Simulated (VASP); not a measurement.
Input of a VASP 6.6.1 run:

POSCAR

```
Hf
1.0
    4.9735011401      0.0000000000      0.0000000000
   -2.4867505701      4.3071783331      0.0000000000
    0.0000000000      0.0000000000      3.0890847269
Hf
3
Direct
    0.0000000000      0.0000000000      0.0000000000
    0.3333333333      0.6666666667      0.5000000000
    0.6666666667      0.3333333333      0.5000000000
```

INCAR.step1

```
SYSTEM = Hf
PREC     = Accurate       ! precision mode
ENCUT    = 520            ! plane-wave cutoff, eV
ISMEAR   = 0              ! smearing method
SIGMA    = 0.1            ! smearing width, eV
LREAL    = .FALSE.        ! projectors in reciprocal space
LASPH    = .TRUE.         ! aspherical terms in the spheres
NELM     = 60             ! most SCF steps
NBANDS   = 22             ! bands
GGA      = PE             ! functional
ALGO     = Normal         ! electronic algorithm
EDIFF    = 1E-4           ! SCF threshold, eV
LWAVE    = .TRUE.         ! write WAVECAR
LCHARG   = .FALSE.        ! write CHGCAR
```

The input INCAR.step2:

```
SYSTEM = Hf
PREC     = Accurate       ! precision mode
ENCUT    = 520            ! plane-wave cutoff, eV
EDIFF    = 1E-6           ! SCF threshold, eV
ISMEAR   = 0              ! smearing method
SIGMA    = 0.1            ! smearing width, eV
LREAL    = .FALSE.        ! projectors in reciprocal space
LASPH    = .TRUE.         ! aspherical terms in the spheres
NELM     = 60             ! most SCF steps
ALGO     = Normal         ! electronic algorithm
ISIF     = 2              ! what is computed and relaxed
LWAVE    = .FALSE.        ! write WAVECAR
LCHARG   = .FALSE.        ! write CHGCAR
METAGGA  = R2SCAN         ! meta-GGA
LMIXTAU  = .TRUE.       
NBANDS   = 22             ! bands
ISTART   = 1
```

The input KPOINTS:

```
regular mesh
0
G
  12 12 14
  0 0 0
```

Potentials or basis: VASP PAW PBE potentials, release 64 (Hf_pv).

The run is started by

```bash
$ cat potpaw_PBE.64/Hf_pv/POTCAR > POTCAR
$ cp INCAR.step1 INCAR
$ mpirun -np 1 vasp_std > vasp.out
$ cp INCAR.step2 INCAR
$ mpirun -np 1 vasp_std > vasp.out
```

Predict the band gap on the k mesh.

zero (bands 15 and 16 overlap by 0.91 eV).

Predict the pressure.

-0.6 GPa.

Caveat: the PAW data sets were made with another functional, which shifts forces and pressure a little; spin-orbit coupling is left out, which moves the levels of the heavy elements.
